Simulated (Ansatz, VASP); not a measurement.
## SrO in VASP and in Ansatz

POSCAR

```
SrO
1.0
    0.0000000000      2.5798923265      2.5540934032
    2.5798923265      0.0000000000      2.5540934032
    2.5798923265      2.5798923265      0.0000000000
Sr O
1 1
Direct
    0.0000000000      0.0000000000      0.0000000000
    0.5000000000      0.5000000000      0.5000000000
```

File INCAR.step1:

```
ALGO = Normal
EDIFF = 1E-4
ENCUT = 520
GGA = PE
ISMEAR = 0
LASPH = True
LCHARG = False
LREAL = False
LWAVE = True
NBANDS = 15
NELM = 80
PREC = Accurate
SIGMA = 0.01
```

INCAR.step2

```
ALGO = Normal
EDIFF = 1E-7
ENCUT = 520
ISIF = 2
ISMEAR = 0
ISTART = 1
LASPH = True
LCHARG = False
LMIXTAU = True
LREAL = False
LWAVE = False
METAGGA = R2SCAN
NBANDS = 15
NELM = 80
PREC = Accurate
SIGMA = 0.01
```

File KPOINTS:

```
k-points
0
Gamma
  8 8 8
```

Input for Ansatz:

```yaml
crystal:
  lattice:
    - [0.0, 2.5798923265, 2.5540934032]
    - [2.5798923265, 0.0, 2.5540934032]
    - [2.5798923265, 2.5798923265, 0.0]
  atoms:
    - { symbol: Sr, position: [0.0, 0.0, 0.0] }
    - { symbol: O, position: [0.5, 0.5, 0.5] }
kpoints:
  mp_grid: { grid: [8, 8, 8] }
  band_path:
    path:
      - [0.0, 0.0, 0.0]
      - [0.5, 0.0, 0.5]
      - [0.625, 0.25, 0.625]
      - [0.375, 0.375, 0.75]
      - [0.5, 0.5, 0.5]
      - [0.5, 0.25, 0.75]
    npoints: 1
hamiltonian:
  xc: r2scan
scf:
  occupations: { method: fixed }
  n_extra_bands: 4
output:
  forces: true
  stress: true
  eigenvalues: true
```

Change from the starting cell: uniaxial_z strain -1.0%.

Alike in both runs: task single point; functional r2SCAN; k mesh 8 × 8 × 8; no spin polarisation.

|  | VASP | Ansatz |
| --- | --- | --- |
| version | VASP 6.6.1 | Ansatz 0.2.0 |
| potentials or method | VASP PAW PBE potentials, release 64 (Sr_sv, O) | plane waves, PAW |
| plane-wave cutoff (eV) | 520 | 500 |
| occupations | gaussian, width 0.01 eV | fixed |
| valence electrons in the cell | 16 | 16 |

|  | VASP | Ansatz | Ansatz less VASP |
| --- | --- | --- | --- |
| gap on the k mesh at the Fermi level (eV) | 3.69 | 3.75 | +0.053 |
| pressure (GPa) | 1.5 | 1.0 | -0.55 |
| traceless stress, the component that is largest in VASP (GPa) | 1.02 | 0.97 | -0.050 |

VASP's potentials were made for PBE, not for r2SCAN.
